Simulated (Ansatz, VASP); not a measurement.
# Two plane-wave programs on Sn2GeSe3

```
Sn Ge Se
1.0
     3.17704    1.83426    4.94912
    -3.17704    1.83426    4.94912
     0.00000   -3.66853    4.94912
Sn Ge Se
2 1 3
Cartesian
  0.0000 0.0000 9.3205
  0.0000 0.0000 5.5268
  0.0000 0.0000 0.0000
  -1.5885 0.9171 2.4746
  1.5885 0.9171 2.4746
  0.0000 -1.8343 2.4746
```

Change from the starting cell: species swapped into the Zr2Co3Mo type (R-3m, No. 166).

Alike in both runs: task relaxation of cell and atoms; functional PBE; k mesh 3 × 3 × 3; occupations gaussian, width 0.1 eV; no spin polarisation.

```csv
,VASP,Ansatz
version,VASP 6.6.1,Ansatz 0.2.0
potentials or method,"VASP PAW PBE potentials, release 64 (Sn_d, Ge_d, Se), cutoff 600 eV","scalar-relativistic, plane waves, PAW"
valence electrons in the cell,60,90
```

|  | VASP | Ansatz | Ansatz less VASP |
| --- | --- | --- | --- |
| gap on the k mesh at the Fermi level, each at its own relaxed structure (eV) | 0.06 | 0.02 | -0.037 |
| relaxed volume (Å³/atom) | 28.06 | 28.07 | +0.009 |
| relaxed cell length with the largest relative difference (Å) | 5.539 | 5.540 | +0.0013 |

VASP's potentials hold 60 valence electrons a cell and Ansatz's 90, so a difference there can come from the potentials and not from the codes.
